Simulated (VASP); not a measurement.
Here is a VASP 6.6.1 calculation.

File INCAR:

```
PREC = Accurate
ENCUT = 500
EDIFF = 1E-6
ISMEAR = -1
SIGMA = 0.1
LREAL = F
LASPH = T
NELM = 120
ALGO = Normal
ISIF = 2
LWAVE = F
LCHARG = F
GGA = RE
NBANDS = 30
GGA_COMPAT = F
```

File KPOINTS:

```
Automatic mesh
0
Gamma
  9 9 13
```

POSCAR

```
Re
1.0
    4.4491468304      0.0000000000      0.0000000000
   -2.2245734152      3.8530741803      0.0000000000
    0.0000000000      0.0000000000      2.7881912740
Re
3
Direct
    0.0000000000      0.0000000000      1.0000000000
    0.3333333333      0.6666666667      0.5000000000
    0.6666666667      0.3333333333      0.5000000000
```

Potentials or basis: VASP PAW PBE potentials, release 64 (Re_sv_GW).

The run is started by

```bash
$ cat potpaw_PBE.64/Re_sv_GW/POTCAR > POTCAR
$ mpirun -np 1 vasp_std > vasp.out
```

**Question.** What does it give for the band gap on the k mesh?

**Answer.** Zero (an odd number of electrons rules out a gap without spin polarisation).

**Question.** What does it give for the pressure?

**Answer.** -14.7 GPa.

Stress tensor (GPa, compression positive):
```
-14.89   0.00   0.00
  0.00 -14.89   0.00
  0.00   0.00 -14.36
```

Caveat: the cell stands under tension; the PAW data sets were made with another functional, which shifts forces and pressure a little; spin-orbit coupling is left out, which moves the levels of the heavy elements.
